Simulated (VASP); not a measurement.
# Si2W (I4/mmm) in VASP: notebook, part 2 of 2

VASP 6.6.1. Earlier steps stand in the parts before.

## Step 3: Single point, r2SCAN (12.21 Å³/atom)

This run uses another cell than the first one, of 12.21 Å³/atom.

File POSCAR:

```
Si2W
1.0
   -1.5517211166      1.5517211166      3.8022502457
    1.5517211166     -1.5517211166      3.8022502457
    1.5517211166      1.5517211166     -3.8022502457
Si W
2 1
Direct
    0.3333358885      0.3333358885      0.0000000000
    0.6666641115      0.6666641115      0.0000000000
    0.0000000000      0.0000000000      0.0000000000
```

File INCAR.step1:

```
SYSTEM = Si2W
PREC     = Accurate       ! precision mode
ENCUT    = 520            ! plane-wave cutoff, eV
ISMEAR   = 0              ! smearing method
SIGMA    = 0.1            ! smearing width, eV
LREAL    = .False.        ! projectors in reciprocal space
LASPH    = .True.         ! aspherical terms in the spheres
NELM     = 100            ! most SCF steps
NBANDS   = 18             ! bands
GGA      = PE             ! functional
ALGO     = Normal         ! electronic algorithm
EDIFF    = 1E-4           ! SCF threshold, eV
LWAVE    = .True.         ! write WAVECAR
LCHARG   = .False.        ! write CHGCAR
```

File INCAR.step2:

```
SYSTEM = Si2W
PREC     = Accurate       ! precision mode
ENCUT    = 520            ! plane-wave cutoff, eV
EDIFF    = 1E-6           ! SCF threshold, eV
ISMEAR   = 0              ! smearing method
SIGMA    = 0.1            ! smearing width, eV
LREAL    = .False.        ! projectors in reciprocal space
LASPH    = .True.         ! aspherical terms in the spheres
NELM     = 100            ! most SCF steps
ALGO     = Normal         ! electronic algorithm
ISIF     = 2              ! what is computed and relaxed
LWAVE    = .False.        ! write WAVECAR
LCHARG   = .False.        ! write CHGCAR
METAGGA  = R2SCAN         ! meta-GGA
LMIXTAU  = .True.       
NBANDS   = 18             ! bands
ISTART   = 1
```

File KPOINTS:

```
Automatic mesh
0
Gamma
  18 18 18
  0 0 0
```

Potentials or basis: VASP PAW PBE potentials, release 64 (Si, W_sv).

Started as:

```sh
$ cat potpaw_PBE.64/Si/POTCAR potpaw_PBE.64/W_sv/POTCAR > POTCAR
$ cp INCAR.step1 INCAR
$ mpirun -np 1 vasp_std > vasp.out
$ cp INCAR.step2 INCAR
$ mpirun -np 1 vasp_std > vasp.out
```

OUTCAR:

```text
SYSTEM = Si2W
   PREC = Accurate
   ENCUT = 520
   EDIFF = 1E-6
   ISMEAR = 0
   LREAL = .False.
   LASPH = .True.
   NELM = 100
   ISIF = 2
   METAGGA = R2SCAN
   ISTART = 1

 ion  position               nearest neighbor table
   1  0.333  0.333  0.000-   3 2.53   3 2.53   3 2.53   3 2.53   2 2.53   2 2.53   2 2.53   2 2.53
                             2 2.53   3 2.53
   2  0.667  0.667  0.000-   3 2.53   3 2.53   3 2.53   3 2.53   1 2.53   1 2.53   1 2.53   1 2.53
                             1 2.53   3 2.53
   3  0.000  0.000  0.000-   1 2.53   2 2.53   2 2.53   2 2.53   2 2.53   1 2.53   1 2.53   1 2.53
                             1 2.53   2 2.53

  LATTYP: Found a body centered tetragonal cell.
 ALAT       =     3.1034422332
 C/A-ratio  =     2.4503438182

  Lattice vectors:

 A1 = (  -1.5517211166,   1.5517211166,   3.8022502457)
 A2 = (   1.5517211166,  -1.5517211166,   3.8022502457)
 A3 = (   1.5517211166,   1.5517211166,  -3.8022502457)

Analysis of symmetry for initial positions (statically):
=====================================================================
 Subroutine PRICEL returns:
 Original cell was already a primitive cell.

 Routine SETGRP: Setting up the symmetry group for a
 body centered tetragonal supercell.

 Subroutine GETGRP returns: Found 16 space group operations
 (whereof 16 operations were pure point group operations)
 out of a pool of 16 trial point group operations.

The static configuration has the point symmetry D_4h.

Analysis of symmetry for dynamics (positions and initial velocities):
=====================================================================
 Subroutine PRICEL returns:
 Original cell was already a primitive cell.

 Routine SETGRP: Setting up the symmetry group for a
 body centered tetragonal supercell.

 Subroutine GETGRP returns: Found 16 space group operations
 (whereof 16 operations were pure point group operations)
 out of a pool of 16 trial point group operations.

The dynamic configuration has the point symmetry D_4h.

 Subroutine INISYM returns: Found 16 space group operations
 (whereof 16 operations are pure point group operations),
 and found     1 'primitive' translations

----------------------------------------------------------------------------------------

                                     Primitive cell

  volume of cell :      36.6208

  direct lattice vectors                    reciprocal lattice vectors
    -1.551721117  1.551721117  3.802250246     0.000000000  0.322222850  0.131501076
     1.551721117 -1.551721117  3.802250246     0.322222850  0.000000000  0.131501076
     1.551721117  1.551721117 -3.802250246     0.322222850  0.322222850  0.000000000

  length of vectors
     4.390077878  4.390077878  4.390077878     0.348023128  0.348023128  0.455691924

  position of ions in fractional coordinates (direct lattice)
     0.333335889  0.333335889  0.000000000
     0.666664111  0.666664111  0.000000000
     0.000000000  0.000000000  0.000000000

  ion indices of the primitive-cell ions
   primitive index   ion index
                 1           1
                 2           2
                 3           3

----------------------------------------------------------------------------------------
[... 24 lines left out ...]

 Following reciprocal coordinates:
            Coordinates               Weight
  0.000000  0.000000  0.000000      1.000000
  0.055556 -0.000000  0.000000      8.000000
  0.111111 -0.000000  0.000000      8.000000
  0.166667  0.000000 -0.000000      8.000000
  0.222222  0.000000  0.000000      8.000000
  0.277778  0.000000  0.000000      8.000000
[... 16 lines left out ...]
 -0.277778  0.055556  0.000000     16.000000
 -0.222222  0.055556  0.000000     16.000000
 [... further k-points ...]
   k-points           NKPTS =    480   k-points in BZ     NKDIM =    480   number of bands    NBANDS=     18
   number of dos      NEDOS =    301   number of ions     NIONS =      3
   total plane-waves  NPLWV =  46656
   dimension x,y,z NGX =    36 NGY =   36 NGZ =   36
   dimension x,y,z NGXF=    72 NGYF=   72 NGZF=   72
   ions per type =               2   1
   NGX,Y,Z   is equivalent  to a cutoff of  13.63, 13.63, 13.63 a.u.
   NGXF,Y,Z  is equivalent  to a cutoff of  27.27, 27.27, 27.27 a.u.
 SYSTEM =  Si2W
   PREC   = accura    normal or accurate (medium, high low for compatibility)
   ISTART =      1    job   : 0-new  1-cont  2-samecut
   ICHARG =      0    charge: 1-file 2-atom 10-const
   ISPIN  =      1    spin polarized calculation?
   LNONCOLLINEAR =      F non collinear calculations
   LSORBIT =      F    spin-orbit coupling
   LASPH  =      T    aspherical Exc in radial PAW
   ENCUT  =  520.0 eV  38.22 Ry    6.18 a.u.   8.16  8.16  8.16*2*pi/ulx,y,z
   NELM   =    100;   NELMIN=  2; NELMDL=  0     # of ELM steps
   EDIFF  = 0.1E-05   stopping-criterion for ELM
   LREAL  =      F    real-space projection
   EDIFFG = 0.1E-04   stopping-criterion for IOM
   NSW    =      0    number of steps for IOM
   IBRION =     -1    ionic relax: 0-MD 1-quasi-New 2-CG
   NFREE  =      0    steps in history (QN), initial steepest desc. (CG)
   ISIF   =      2    stress and relaxation
   ISYM   =      2    0-nonsym 1-usesym 2-fastsym
   POTIM  = 0.5000    time-step for ionic-motion
   TEBEG  =    0.0;   TEEND  =   0.0 temperature during run
   PSTRESS=    0.0 pullay stress
   NELECT =      22.0000    total number of electrons
   NUPDOWN=      -1.0000    fix difference up-down
   EMIN   =  10.00;   EMAX   =-10.00  energy-range for DOS
   EFERMI =   0.00;   METHOD = LEGACY
   ISMEAR =     0;   SIGMA  =   0.10  broadening in eV -4-tet -1-fermi 0-gaus
   EFERMI_NEDOS =   21; number of points for ismear=-14 and -15
   IALGO  =     38    algorithm
   IMIX   =      4    mixing-type and parameters
     AMIX     =   0.40;   BMIX     =  1.00
     AMIX_MAG =   1.60;   BMIX_MAG =  1.00
  volume/ion in A,a.u.               =      12.21        82.38
  Fermi-wavevector in a.u.,A,eV,Ry     =   1.381358  2.610389 25.961972  1.908151
  Thomas-Fermi vector in A             =   2.506150
   LORBIT       =      0    0 simple, 1 ext, 2 COOP (PROOUT), +10 PAW based schemes
   METAGGA = R2SCAN    functional components
   LHFCALC =     F    Hartree Fock is set to
   AEXX    =    0.0000 exact exchange contribution
   IVDW    =     0    specifies the selected vdW correction
   LEPSILON=     F    determine dielectric tensor
   LRPA    =     F    only Hartree local field effects (RPA)
 non-spin polarized calculation
 Gauss-broadening in eV      SIGMA  =   0.10
  energy-cutoff  :      520.00
  volume of cell :       36.62
 maximum number of plane-waves:      1015
 NGX is ok and might be reduce to    36
   NGX = 17   NGY = 17   NGZ = 17

 number of electron      22.0000000 magnetization

 Free energy of the ion-electron system (eV)
  ---------------------------------------------------
  ext. energy  EPLUGINS =         0.00000000
  ---------------------------------------------------
  free energy    TOTEN  =       -69.52811046 eV

  energy without entropy =      -69.52736504  energy(sigma->0) =      -69.52773775

 E-fermi :  13.4312     XC(G=0): -14.0399

 val. band max:       13.4080554439   @ k =  -0.3889   0.5000   0.3333
 cond. band min:      13.4835915652   @ k =  -0.3889  -0.4444   0.3333
 fundamental gap:      0.0755361213
 Fermi energy:        13.4312049024

 k-point     1 :       0.0000    0.0000    0.0000
  band No.  band energies     occupation
      1     -62.1176      2.00000
      2     -25.8764      2.00000
      3     -25.7599      2.00000
      4     -25.7599      2.00000
      5      -2.3519      2.00000
      6       5.4821      2.00000
[... 481 lines left out ...]
      5      -1.3024      2.00000
      6       5.8059      2.00000
[... 10 lines left out ...]
     17      20.8597      0.00000
     18      22.5744      0.00000

 [... further k-points ...]

------------------------ aborting loop because EDIFF is reached ----------------------------------------

  FORCE on cell =-STRESS in cart. coord.  units (eV):
  Direction    XX          YY          ZZ          XY          YZ          ZX
  --------------------------------------------------------------------------------------
  -------------------------------------------------------------------------------------
  Total        6.2694445      6.2694445      6.1882386      0.0000000      0.0000000      0.0000000
  in kB      274.2910362    274.2910362    270.7382404      0.0000000      0.0000000      0.0000000
  external PRESSURE =     273.1067709 kB  Pullay stress =       0.0000000 kB

 VOLUME and BASIS-vectors are now :
 -----------------------------------------------------------------------------
  energy-cutoff  :      520.00
  volume of cell :       36.62
      direct lattice vectors                 reciprocal lattice vectors
    -1.551721117  1.551721117  3.802250246     0.000000000  0.322222850  0.131501076
     1.551721117 -1.551721117  3.802250246     0.322222850  0.000000000  0.131501076
     1.551721117  1.551721117 -3.802250246     0.322222850  0.322222850  0.000000000

 POSITION                                       TOTAL-FORCE (eV/Angst)
 -----------------------------------------------------------------------------------
      0.00000      0.00000      2.53485        -0.000000     -0.000000     -0.011373
      0.00000      0.00000      5.06965        -0.000000     -0.000000      0.011373
      0.00000      0.00000      0.00000         0.000000      0.000000     -0.000000
 -----------------------------------------------------------------------------------
    total drift:                               -0.000000     -0.000000      0.000000

  FREE ENERGIE OF THE ION-ELECTRON SYSTEM (eV)
  ---------------------------------------------------
  free  energy   TOTEN  =       -69.5281104590 eV

  energy  without entropy=      -69.5273650446  energy(sigma->0) =      -69.52773775
```

Run time: 12 min. Hardware: 1 thread of Intel Xeon 6975P-C (Granite Rapids), shared host; peak memory 0.44 GiB.

Results:

```
Free energy            : -69.5281 eV
Pressure               : 27.3 GPa
Largest force          : 0.011 eV/Å
Band gap on the k mesh : zero (bands 11 and 12 overlap by 1.57 eV)
```

Forces on the atoms (eV/Å):
```
Si   0.000  0.000 -0.011
Si   0.000  0.000  0.011
W    0.000  0.000  0.000
```

Stress tensor (GPa, compression positive):
```
27.43  0.00  0.00
 0.00 27.43  0.00
 0.00  0.00 27.07
```

Caveat: the cell stands under pressure; the PAW data sets were made with another functional, which shifts forces and pressure a little; spin-orbit coupling is left out, which moves the levels of the heavy elements.
